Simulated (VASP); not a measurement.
Input of a VASP 6.6.1 run:

File INCAR:

```
SYSTEM = Al2GaP3
  PREC = Accurate
  ENCUT = 520
  EDIFF = 1E-6
  ISMEAR = 0
  SIGMA = 0.01
  LREAL = .False.
  LASPH = .True.
  NELM = 80
  ALGO = Normal
  ISIF = 2
  LWAVE = .False.
  LCHARG = .False.
  GGA = PE
  NBANDS = 26
```

Contents of KPOINTS:

```
Automatic mesh
0
Gamma
  8 8 8
  0 0 0
```

File POSCAR:

```
Al2GaP3
1.0
   -1.9480149624      1.9480149624      8.2551218812
    1.9480149624     -1.9480149624      8.2551218812
    1.9480149624      1.9480149624     -8.2551218812
Al P Ga
2 3 1
Direct
    0.8333289918      0.8333289918      0.0000000000
    0.1666710082      0.1666710082      0.0000000000
    0.2500000000      0.7500000000      0.5000000000
    0.5836993242      0.0836993242      0.5000000000
    0.9163006758      0.4163006758      0.5000000000
    0.5000000000      0.5000000000      0.0000000000
```

Potentials or basis: VASP PAW PBE potentials, release 64 (Al, P, Ga_d).

Command:

```bash
$ cat potpaw_PBE.64/Al/POTCAR potpaw_PBE.64/P/POTCAR potpaw_PBE.64/Ga_d/POTCAR > POTCAR
$ mpirun -np 1 vasp_std > vasp.out
```

Q: Estimate the pressure.

A: -0.1 GPa.

Q: What does it give for the band gap on the k mesh?

A: 1.64 eV (least direct gap 1.84 eV).

Q: Predict the largest force.

A: 0.007 eV/Å.

Forces on the atoms (eV/Å):
```
Al   0.000  0.000 -0.001
Al   0.000  0.000  0.001
P    0.000  0.000  0.000
P    0.000  0.000  0.007
P    0.000  0.000 -0.007
Ga   0.000  0.000  0.000
```

A k mesh can miss the band edges.
